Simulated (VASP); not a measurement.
Here is a VASP 6.6.1 calculation.

File INCAR:

```
SYSTEM = Fe
  PREC = Accurate
  ENCUT = 520
  EDIFF = 1E-6
  ISMEAR = -1
  SIGMA = 0.05
  LREAL = .False.
  LASPH = .True.
  NELM = 80
  ALGO = Normal
  ISIF = 2
  LWAVE = .False.
  LCHARG = .True.
  GGA = PE
  LELF = .True.
  LVHAR = .True.
  NBANDS = 10
```

KPOINTS

```
Automatic mesh
0
Gamma
  7 7 7
  0 0 0
```

Contents of POSCAR:

```
Fe
1.0
    0.0000000000      1.7975000000      1.7975000000
    1.7975000000      0.0000000000      1.7975000000
    1.7975000000      1.7975000000      0.0000000000
Fe
1
Direct
    0.0000000000      0.0000000000      0.0000000000
```

Potentials or basis: VASP PAW PBE potentials, release 64 (Fe).

Run with:

```sh
$ cat potpaw_PBE.64/Fe/POTCAR > POTCAR
$ mpirun -np 1 vasp_std > vasp.out
```

Task: What does it give for the band gap on the k mesh?

Result: Zero (bands 4 and 5 overlap by 1.36 eV).

Task: Estimate the pressure.

Result: -25.9 GPa.

Caveat: the k points lie up to 0.43 Å⁻¹ apart, too coarse for converged energies and pressures of a metal; the run has no spin polarisation, though such a crystal can be magnetic. Spin polarisation is off, so any magnetic state and its effect on volume and gap are missing.
